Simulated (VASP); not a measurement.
MgS: single point with PBE

Crystal: MgS.

```
Mg S
1.0
     0.00000    2.52360    2.60165
     2.52360    0.00000    2.60165
     2.52360    2.52360    0.00000
Mg S
1 1
Direct
  0.00000 0.00000 0.00000
  0.50000 0.50000 0.50000
```

This cell differs from its parent crystal: equal xx and yy strain of -3 %.

| Item | Value |
| --- | --- |
| Program | VASP 6.6.1 |
| Task | single point |
| Functional | PBE |
| Potentials or basis | VASP PAW PBE potentials, release 64 (Mg, S) |
| Cutoff | 520 eV |
| k mesh | 8 × 8 × 8 |
| Occupations | fermi-dirac, width 0.01 eV |
| Spin | no spin polarisation |
| Dipole correction | no |
| Further INCAR settings | ALGO = Normal; EDIFF = 1e-07; NBANDS = 11 |

* Pressure: 6.4 GPa
* Band gap on the k mesh: 2.77 eV, indirect (least direct gap 4.13 eV)

Stress tensor (GPa, compression positive):
```
7.85 0.00 0.00
0.00 7.85 0.00
0.00 0.00 3.60
```

Levels at points of the mesh, in eV from the valence-band top:
| k point | band 1 | band 2 | band 3 | band 4 | band 5 | band 6 | band 7 | band 8 | band 9 |
| --- | --- | --- | --- | --- | --- | --- | --- | --- | --- |
| (0.00, 0.00, 0.00) | -13.11 | -0.12 | -0.12 | 0.00 | 4.13 | 7.61 | 7.94 | 7.94 | 10.11 |
| (0.50, 0.00, 0.00) | -11.64 | -5.24 | -0.80 | -0.69 | 4.54 | 6.75 | 7.07 | 10.71 | 12.43 |
| (0.50, 0.50, 0.00) | -11.31 | -4.63 | -1.80 | -1.80 | 2.96 | 4.19 | 12.33 | 12.87 | 14.08 |
| (0.50, 0.00, 0.50) | -11.18 | -4.59 | -2.09 | -1.82 | 2.77 | 4.09 | 12.63 | 12.92 | 13.43 |

Run time: 9.7 s on 1 thread of Intel(R) Xeon(R) 6975P-C (Granite Rapids) (shared host), peak memory 0.17 GiB.

Caveat: the cell differs from its parent crystal (equal xx and yy strain of -3 %). A k mesh can miss the band edges.
